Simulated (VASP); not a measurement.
# Al2Cu (I4/mcm) in VASP: a series of runs

Runs on Al2Cu. Level: PBE. Tasks: single point.

Everything below comes from runs of VASP 6.6.1. Logs are shortened: lines on timing, memory, paths and dates and some standing lists are left out, and cuts for length are marked.

## 1. The cell of the first run

The structure is tetragonal, space group I4/mcm (No. 140). The conventional cell has a = 6.173 Å, b = 6.173 Å, c = 4.834 Å, α = 90.00°, β = 90.00°, γ = 90.00°. Within 3.5 Å of Al (site symmetry m2m) lie 4 Cu at 2.62 Å and 11 Al at 2.77 to 3.29 Å. Cu (site symmetry 422) has 2 Cu at 2.42 Å and 8 Al at 2.62 Å within 3.2 Å.

## 2. Single point, PBE

Contents of INCAR:

```
PREC = Accurate
ENCUT = 520
EDIFF = 1E-7
ISMEAR = 0
SIGMA = 0.15
LREAL = False
LASPH = True
NELM = 80
ALGO = Fast
ISIF = 2
LWAVE = False
LCHARG = False
GGA = PE
NBANDS = 26
```

Contents of KPOINTS:

```
Automatic mesh
0
Gamma
  10 10 10
```

Contents of POSCAR:

```
Al2Cu
1.0
   -3.0867000000      3.0867000000      2.4168500000
    3.0867000000     -3.0867000000      2.4168500000
    3.0867000000      3.0867000000     -2.4168500000
Al Cu
4 2
Direct
    0.1587211657      0.6587211657      0.8174423314
    0.6587211657      0.8412788343      0.5000000000
    0.8412788343      0.3412788343      0.1825576686
    0.3412788343      0.1587211657      0.5000000000
    0.7500000000      0.7500000000      0.0000000000
    0.2500000000      0.2500000000      0.0000000000
```

Potentials or basis: VASP PAW PBE potentials, release 64 (Al, Cu).

The run is started by

```
$ cat potpaw_PBE.64/Al/POTCAR potpaw_PBE.64/Cu/POTCAR > POTCAR
$ mpirun -np 1 vasp_std > vasp.out
```

OUTCAR:

```text
PREC = Accurate
   ENCUT = 520
   EDIFF = 1E-7
   ISMEAR = 0
   LREAL = False
   LASPH = True
   NELM = 80
   ISIF = 2
   GGA = PE

 ion  position               nearest neighbor table
   1  0.159  0.659  0.817-   5 2.62   6 2.62   5 2.62   6 2.62   3 2.77   3 2.90   3 2.90   4 3.11
                             2 3.11   2 3.11   4 3.11   4 3.29   2 3.29   2 3.29   4 3.29
   2  0.659  0.841  0.500-   6 2.62   5 2.62   5 2.62   6 2.62   4 2.77   4 2.90   4 2.90   3 3.11
                             1 3.11   1 3.11   3 3.11   1 3.29   3 3.29   1 3.29   3 3.29
   3  0.841  0.341  0.183-   5 2.62   6 2.62   5 2.62   6 2.62   1 2.77   1 2.90   1 2.90   2 3.11
                             4 3.11   4 3.11   2 3.11   2 3.29   4 3.29   4 3.29   2 3.29
   4  0.341  0.159  0.500-   5 2.62   6 2.62   6 2.62   5 2.62   2 2.77   2 2.90   2 2.90   1 3.11
                             1 3.11   3 3.11   3 3.11   1 3.29   3 3.29   3 3.29   1 3.29
   5  0.750  0.750  0.000-   6 2.42   6 2.42   1 2.62   2 2.62   3 2.62   4 2.62   2 2.62   4 2.62
                             1 2.62   3 2.62
   6  0.250  0.250  0.000-   5 2.42   5 2.42   1 2.62   3 2.62   4 2.62   3 2.62   4 2.62   1 2.62
                             2 2.62   2 2.62

  LATTYP: Found a body centered tetragonal cell.
 ALAT       =     6.1734000000
 C/A-ratio  =     0.7829883047

  Lattice vectors:

 A1 = (  -3.0867000000,   3.0867000000,   2.4168500000)
 A2 = (   3.0867000000,  -3.0867000000,   2.4168500000)
 A3 = (   3.0867000000,   3.0867000000,  -2.4168500000)

Analysis of symmetry for initial positions (statically):
=====================================================================
 Subroutine PRICEL returns:
 Original cell was already a primitive cell.

 Routine SETGRP: Setting up the symmetry group for a
 body centered tetragonal supercell.

 Subroutine GETGRP returns: Found 16 space group operations
 (whereof  8 operations were pure point group operations)
 out of a pool of 16 trial point group operations.

The static configuration has the point symmetry C_4h.
 The point group associated with its full space group is D_4h.

Analysis of symmetry for dynamics (positions and initial velocities):
=====================================================================
 Subroutine PRICEL returns:
 Original cell was already a primitive cell.

 Routine SETGRP: Setting up the symmetry group for a
 body centered tetragonal supercell.

 Subroutine GETGRP returns: Found 16 space group operations
 (whereof  8 operations were pure point group operations)
 out of a pool of 16 trial point group operations.

The dynamic configuration has the point symmetry C_4h.
 The point group associated with its full space group is D_4h.

 Subroutine INISYM returns: Found 16 space group operations
 (whereof  8 operations are pure point group operations),
[... 113 lines left out ...]
   TEBEG  =    0.0;   TEEND  =   0.0 temperature during run
   PSTRESS=    0.0 pullay stress
   NELECT =      34.0000    total number of electrons
   NUPDOWN=      -1.0000    fix difference up-down
   EMIN   =  10.00;   EMAX   =-10.00  energy-range for DOS
   EFERMI =   0.00;   METHOD = LEGACY
   ISMEAR =     0;   SIGMA  =   0.15  broadening in eV -4-tet -1-fermi 0-gaus
   EFERMI_NEDOS =   21; number of points for ismear=-14 and -15
   IALGO  =     68    algorithm
   IMIX   =      4    mixing-type and parameters
     AMIX     =   0.40;   BMIX     =  1.00
     AMIX_MAG =   1.60;   BMIX_MAG =  1.00
  volume/ion in A,a.u.               =      15.35       103.60
  Fermi-wavevector in a.u.,A,eV,Ry     =   1.174361  2.219221 18.764118  1.379124
  Thomas-Fermi vector in A             =   2.310759
   LORBIT       =      0    0 simple, 1 ext, 2 COOP (PROOUT), +10 PAW based schemes
   GGA     = PE    functional components
   LHFCALC =     F    Hartree Fock is set to
   AEXX    =    0.0000 exact exchange contribution
   IVDW    =     0    specifies the selected vdW correction
   LEPSILON=     F    determine dielectric tensor
   LRPA    =     F    only Hartree local field effects (RPA)
 non-spin polarized calculation
 RMM-DIIS sequential band-by-band and
 Gauss-broadening in eV      SIGMA  =   0.15
  energy-cutoff  :      520.00
  volume of cell :       92.11
 maximum number of plane-waves:      2528
 NGX is ok and might be reduce to    40
   NGX = 19   NGY = 19   NGZ = 19

 number of electron      34.0000000 magnetization

 Free energy of the ion-electron system (eV)
  ---------------------------------------------------
  ext. energy  EPLUGINS =         0.00000000
  ---------------------------------------------------
  free energy    TOTEN  =       -23.35422761 eV

  energy without entropy =      -23.33268323  energy(sigma->0) =      -23.34345542

 E-fermi :   7.6858     XC(G=0): -10.7325

 val. band max:        7.6778428456   @ k =  -0.4000  -0.4000   0.1000
 cond. band min:       7.6858435061   @ k =   0.3000   0.3000   0.2000
 fundamental gap:      0.0080006605
 Fermi energy:         7.6857527916

 k-point     1 :       0.0000    0.0000    0.0000
  band No.  band energies     occupation
      1      -2.8869      2.00000
      2       2.4354      2.00000
      3       2.6555      2.00000
      4       2.7084      2.00000
      5       2.7084      2.00000
      6       3.5690      2.00000
[... 685 lines left out ...]
     25      14.2379      0.00000
     26      14.4240      0.00000

 [... further k-points ...]

------------------------ aborting loop because EDIFF is reached ----------------------------------------

  FORCE on cell =-STRESS in cart. coord.  units (eV):
  Direction    XX          YY          ZZ          XY          YZ          ZX
  --------------------------------------------------------------------------------------
  -------------------------------------------------------------------------------------
  Total       -2.1632710     -2.1632710     -0.0021121      0.0000000      0.0000000      0.0000000
  in kB      -37.6290253    -37.6290253     -0.0367390      0.0000000      0.0000000      0.0000000
  external PRESSURE =     -25.0982632 kB  Pullay stress =       0.0000000 kB

 VOLUME and BASIS-vectors are now :
 -----------------------------------------------------------------------------
  energy-cutoff  :      520.00
  volume of cell :       92.11
      direct lattice vectors                 reciprocal lattice vectors
    -3.086700000  3.086700000  2.416850000     0.000000000  0.161985292  0.206880857
     3.086700000 -3.086700000  2.416850000     0.161985292  0.000000000  0.206880857
     3.086700000  3.086700000 -2.416850000     0.161985292  0.161985292  0.000000000

 POSITION                                       TOTAL-FORCE (eV/Angst)
 -----------------------------------------------------------------------------------
      4.06655      0.97985      0.00000        -0.045204     -0.045204     -0.000000
      2.10685      0.97985      2.41685         0.045204     -0.045204     -0.000000
     -0.97985      2.10685      2.41685         0.045204      0.045204      0.000000
      0.97985      2.10685      0.00000        -0.045204      0.045204      0.000000
      0.00000      0.00000      3.62528         0.000000      0.000000      0.000000
      0.00000      0.00000      1.20843         0.000000      0.000000      0.000000
 -----------------------------------------------------------------------------------
    total drift:                               -0.000000     -0.000000      0.000000

  FREE ENERGIE OF THE ION-ELECTRON SYSTEM (eV)
  ---------------------------------------------------
  free  energy   TOTEN  =       -23.3542276104 eV

  energy  without entropy=      -23.3326832345  energy(sigma->0) =      -23.34345542
```

stdout:

```text
POSCAR found type information on POSCAR AlCu
 POSCAR found :  2 types and       6 ions
 scaLAPACK will be used
 LDA part: xc-table for (Slater+PW92), standard interpolation
 POSCAR, INCAR and KPOINTS ok, starting setup
 FFT: planning ... GRIDC
 FFT: planning ... GRID_SOFT
 FFT: planning ... GRID
 WAVECAR not read
 entering main loop
```

Run time: 11 min. Hardware: 1 thread of Intel Xeon Platinum 8488C (Sapphire Rapids), shared host; peak memory 0.38 GiB.

Results:

* Free energy: -23.3542 eV
* Pressure: -2.5 GPa
* Largest force: 0.064 eV/Å
* Band gap on the k mesh: zero (bands 17 and 18 overlap by 4.52 eV)

Forces on the atoms (eV/Å):
```
Al  -0.045 -0.045  0.000
Al   0.045 -0.045  0.000
Al   0.045  0.045  0.000
Al  -0.045  0.045  0.000
Cu   0.000  0.000  0.000
Cu   0.000  0.000  0.000
```

Stress tensor (GPa, compression positive):
```
-3.76  0.00  0.00
 0.00 -3.76  0.00
 0.00  0.00  0.00
```

## 3. Single point, PBE

Contents of INCAR:

```
SYSTEM = Al2Cu
PREC = Accurate
ENCUT = 520
EDIFF = 1E-6
ISMEAR = 0
SIGMA = 0.15
LREAL = .False.
LASPH = .True.
NELM = 80
ALGO = Fast
ISIF = 2
LWAVE = .False.
LCHARG = .True.
GGA = PE
LELF = .True.
LVHAR = .True.
NBANDS = 26
```

Contents of KPOINTS:

```
Automatic mesh
0
Gamma
  10 10 10
  0 0 0
```

POSCAR, as its differences from that of step 2:

```diff
@@ -2,5 +2,5 @@
 1.0
-   -3.0867000000      3.0867000000      2.4168500000
-    3.0867000000     -3.0867000000      2.4168500000
-    3.0867000000      3.0867000000     -2.4168500000
+   -3.0261521191      3.0261521191      2.5145000000
+    3.0261521191     -3.0261521191      2.5145000000
+    3.0261521191      3.0261521191     -2.5145000000
 Al Cu
```

Potentials or basis: VASP PAW PBE potentials, release 64 (Al, Cu).

The run is started by

```
$ cat potpaw_PBE.64/Al/POTCAR potpaw_PBE.64/Cu/POTCAR > POTCAR
$ mpirun -np 1 vasp_std > vasp.out
```

Run time: 8.6 min. Hardware: 1 thread of Intel Xeon Platinum 8488C (Sapphire Rapids), shared host; peak memory 0.38 GiB.

Results (log left out):

* Free energy: -23.3570 eV
* Pressure: -2.5 GPa
* Largest force: 0.079 eV/Å
* Band gap on the k mesh: zero (bands 17 and 18 overlap by 3.96 eV)

Forces in eV/Å, atoms in the order of the input:
```
Al   0.056  0.056  0.000
Al  -0.056  0.056  0.000
Al  -0.056 -0.056  0.000
Al   0.056 -0.056  0.000
Cu   0.000  0.000  0.000
Cu   0.000  0.000  0.000
```

Stress tensor (GPa, compression positive):
```
-1.47  0.00  0.00
 0.00 -1.47  0.00
 0.00  0.00 -4.59
```

Levels at points of the mesh, in eV from the Fermi level:
| k point | band 13 | band 14 | band 15 | band 16 | band 17 | band 18 | band 19 | band 20 | band 21 | band 22 |
| --- | --- | --- | --- | --- | --- | --- | --- | --- | --- | --- |
| (0.00, 0.00, 0.00) | -2.64 | -1.71 | -1.42 | -1.17 | -1.17 | -0.85 | -0.42 | 0.14 | 1.20 | 1.20 |
| (0.50, 0.00, 0.00) | -2.93 | -2.93 | -2.49 | -2.49 | 0.36 | 0.36 | 3.91 | 3.91 | 4.21 | 4.21 |
| (0.50, 0.50, 0.00) | -2.95 | -2.76 | -1.29 | -1.16 | -0.88 | -0.80 | 0.98 | 1.45 | 4.72 | 4.77 |
| (0.50, 0.50, 0.50) | -3.17 | -3.17 | -3.17 | -1.87 | 2.42 | 2.98 | 2.98 | 3.38 | 3.75 | 4.44 |

The gap in the log of VASP goes by the Fermi energy; the results here count the filled bands.